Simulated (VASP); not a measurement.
Zr, 2 atoms in the cell. Symmetry: P6_3/mmc, No. 194, hexagonal system. The conventional cell has a = 2.949 Å, b = 2.949 Å, c = 4.720 Å, α = 90.00°, β = 90.00°, γ = 120.00°. Zr (site symmetry -6m2) has 12 Zr at 2.91 to 2.95 Å within 3.8 Å. 

* Program: VASP 6.6.1
* Task: relaxation of shape and atoms at fixed volume
* Functional: PBE
* Potentials or basis: VASP PAW PBE potentials, release 64 (Zr_sv)
* Cutoff: 600 eV
* k mesh: 15 × 15 × 8
* Occupations: fermi-dirac, width 0.05 eV
* Spin: no spin polarisation
* Dipole correction: no
* Further INCAR settings: ALGO = Normal; EDIFF = 1e-07; IBRION = 2; EDIFFG = -0.005; NSW = 50; ISIF = 4

Potentials or basis: VASP PAW PBE potentials, release 64 (Zr_sv).

Launch:

```bash
$ cat potpaw_PBE.64/Zr_sv/POTCAR > POTCAR
$ mpirun -np 1 vasp_std > vasp.out
```

Hardware: 1 thread of Intel Xeon 8259CL (shared host).

**Question.** How long does it take, and how much memory?

**Answer.** Run time: 3.6 min on 1 thread of Intel Xeon 8259CL, on a shared host, peak memory 0.22 GiB. Counts: scf iterations 28, k points 135, ion steps 3.
